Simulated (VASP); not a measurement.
A run of VASP 6.6.1 is set up as follows.

Contents of INCAR:

```
SYSTEM = AlN
PREC = Accurate ; ENCUT = 520
EDIFF = 1E-7 ; ISMEAR = 0
SIGMA = 0.05 ; LREAL = .FALSE.
LASPH = .TRUE. ; NELM = 60
ALGO = Normal ; ISIF = 2
LWAVE = .FALSE. ; LCHARG = .TRUE.
GGA = PE ; LELF = .TRUE.
LVHAR = .TRUE. ; NBANDS = 16
```

Contents of KPOINTS:

```
Automatic mesh
0
G
  9 9 6
  0 0 0
```

POSCAR

```
AlN
1.0
    3.2977629870      0.0000000000      0.0000000000
   -1.6488814935      2.8559465224      0.0000000000
    0.0000000000      0.0000000000      4.3965776143
Al N
2 2
Direct
    0.3333333333      0.6666666667      0.7500000000
    0.6666666667      0.3333333333      0.2500000000
    0.3333333333      0.6666666667      0.2500000000
    0.6666666667      0.3333333333      0.7500000000
```

Potentials or basis: VASP PAW PBE potentials, release 64 (Al, N).

Run with:

```console
$ cat potpaw_PBE.64/Al/POTCAR potpaw_PBE.64/N/POTCAR > POTCAR
$ mpirun -np 1 vasp_std > vasp.out
```

What does it give for the pressure?

-5.5 GPa.

Estimate the band gap on the k mesh.

2.82 eV, direct.

Stress tensor (GPa, compression positive):
```
-3.69  0.00  0.00
 0.00 -3.69  0.00
 0.00  0.00 -9.06
```
